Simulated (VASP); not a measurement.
Input of a VASP 6.6.1 run:

File INCAR:

```
SYSTEM = ZnO
PREC = Accurate
ENCUT = 600
EDIFF = 1E-6
ISMEAR = 0
SIGMA = 0.05
LREAL = .FALSE.
LASPH = .TRUE.
NELM = 120
ALGO = Normal
ISIF = 2
LWAVE = .FALSE.
LCHARG = .TRUE.
GGA = PE
IVDW = 12
LELF = .TRUE.
LVHAR = .TRUE.
NBANDS = 26
GGA_COMPAT = .FALSE.
```

Contents of KPOINTS:

```
Automatic mesh
0
G
  12 12 8
  0 0 0
```

File POSCAR:

```
ZnO
1.0
    3.2794401034      0.0000000000      0.0000000000
   -1.6397200517      2.8400784397      0.0000000000
    0.0000000000      0.0000000000      5.2934578245
Zn O
2 2
Direct
    0.3333333333      0.6666666667      0.0015089686
    0.6666666667      0.3333333333      0.5015089686
    0.3333333333      0.6666666667      0.3805910314
    0.6666666667      0.3333333333      0.8805910314
```

Potentials or basis: VASP PAW PBE potentials, release 64 (Zn, O).

Command:

```bash
$ cat potpaw_PBE.64/Zn/POTCAR potpaw_PBE.64/O/POTCAR > POTCAR
$ mpirun -np 1 vasp_std > vasp.out
```

(1) Estimate the pressure.

(2) Estimate the dispersion energy per atom.

(3) Estimate the band gap on the k mesh.

Results:

(1) -2.1 GPa.

(2) -0.216 eV.

(3) 0.73 eV.

Caveat: three body term missing.
